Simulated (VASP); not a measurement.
Sn2As3:

```xyz
5
Lattice="5.5051 0.0000 0.0000 0.0000 3.5615 3.3416 0.0000 -3.5615 3.3416" Properties=species:S:1:pos:R:3 pbc="T T T"
Sn    0.0000    0.0000    2.9654
Sn    2.7525    0.0000    5.0124
As    2.7525   -1.8255    3.3416
As    2.7525    1.8255    3.3416
As    2.7525    0.0000    1.7782
```

The cell was built from a structure type or drawn by symmetry, and may not be a known phase.

| Property | Result |
| --- | --- |
| Program | VASP 6.6.1 |
| Task | relaxation of cell and atoms |
| Functional | PBE |
| Potentials or basis | VASP PAW PBE potentials, release 64 (Sn_d, As) |
| Cutoff | 600 eV |
| k mesh | 4 × 4 × 4 |
| Occupations | gaussian, width 0.1 eV |
| Spin | no spin polarisation |

At the start: pressure 17.5 GPa; volume 26.21 Å³/atom.

Task: Where does the relaxation end?

Result: Over 25 steps the energy falls by 688.2 meV/atom and the volume is 32.78 Å³/atom (+25.1 %); space group Amm2 (No. 38, to 0.1 Å) before and after.

Step by step:
| step | energy change (eV) | largest force (eV/Å) | pressure (GPa) | volume (Å³) |
| --- | --- | --- | --- | --- |
| 1 | 0.0000 | 0.8243 | 17.55 | 131.03 |
| 2 | -2.2440 | 0.5586 | -5.69 | 190.28 |
| 3 | -2.7046 | 0.5469 | -1.43 | 167.31 |
| 4 | -2.7081 | 0.5504 | -1.99 | 169.33 |
| 5 | -2.7081 | 0.5490 | -1.78 | 168.52 |
| 6 | -2.9659 | 0.6528 | -1.02 | 161.65 |
| 7 | -3.0899 | 0.5358 | 0.25 | 154.81 |
| 8 | -3.0942 | 0.4630 | 0.72 | 152.80 |
| 9 | -3.1676 | 0.5062 | 0.24 | 154.17 |
| 10 | -3.2194 | 0.5451 | -0.35 | 156.03 |
| 11 | -3.2890 | 0.5210 | 0.19 | 155.79 |
| 12 | -3.3452 | 0.2932 | 2.48 | 154.88 |
| 13 | -3.3664 | 0.3686 | 1.30 | 155.33 |
| 14 | -3.3710 | 0.2427 | 1.61 | 155.21 |
| 15 | -3.4141 | 0.2803 | 0.70 | 161.26 |
| 16 | -3.4143 | 0.2956 | 0.65 | 161.70 |
| 17 | -3.4285 | 0.2272 | -0.25 | 164.19 |
| 18 | -3.4285 | 0.2276 | -0.25 | 164.19 |
| 19 | -3.4355 | 0.1261 | -0.10 | 163.87 |
| 20 | -3.4376 | 0.0965 | 0.07 | 163.59 |
| 21 | -3.4393 | 0.0728 | 0.02 | 163.86 |
| 22 | -3.4405 | 0.0473 | -0.06 | 164.31 |
| 23 | -3.4409 | 0.0436 | 0.02 | 163.95 |
| 24 | -3.4409 | 0.0421 | 0.05 | 163.81 |
| 25 | -3.4412 | 0.0347 | 0.00 | 163.90 |

Final structure:
```
CELL_PARAMETERS angstrom
5.02901 0.00000 0.00000
0.00000 3.89209 4.18680
0.00000 -3.89209 4.18680
ATOMIC_POSITIONS crystal
Sn 0.00000 0.47051 0.47051
Sn 0.50000 0.75823 0.75823
As 0.50000 0.24884 0.70700
As 0.50000 0.70700 0.24884
As 0.50000 0.27521 0.27521
```

Caveat: the volume moved by over 15 % at a fixed basis, so the end points are rough.
